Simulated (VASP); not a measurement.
The system is Ba.

```
CELL_PARAMETERS angstrom
0.00000 3.14980 3.14980
3.14980 0.00000 3.14980
3.14980 3.14980 0.00000
ATOMIC_POSITIONS crystal
Ba 0.00000 0.00000 0.00000
```

| Property | Result |
| --- | --- |
| Program | VASP 6.6.1 |
| Task | relaxation of cell and atoms |
| Functional | BLYP |
| Potentials or basis | VASP PAW PBE potentials, release 64 (Ba_sv) |
| Cutoff | 600 eV |
| k mesh | 9 × 9 × 9 |
| Occupations | fermi-dirac, width 0.1 eV |
| Spin | no spin polarisation |

At the start: pressure 0.7 GPa; volume 62.50 Å³/atom.

How do energy, volume and symmetry change on relaxing?

Over 3 steps the energy falls by 11.2 meV/atom and the volume is 67.61 Å³/atom (+8.2 %); space group Fm-3m (No. 225, to 0.05 Å).

The path:
```
step  energy change (eV)  largest force (eV/Å)  pressure (GPa)  volume (Å³)
   1              0.0000                0.0000            0.71        62.50
   2             -0.0083                0.0000            0.34        65.05
   3             -0.0112                0.0000            0.01        67.61
```

Final structure:
```xyz
1
Lattice="0.0000 3.2335 3.2335 3.2335 0.0000 3.2335 3.2335 3.2335 0.0000" Properties=species:S:1:pos:R:3 pbc="T T T"
Ba    0.0000    0.0000    0.0000
```

Caveat: the PAW data sets were made with another functional, which shifts forces and pressure a little.
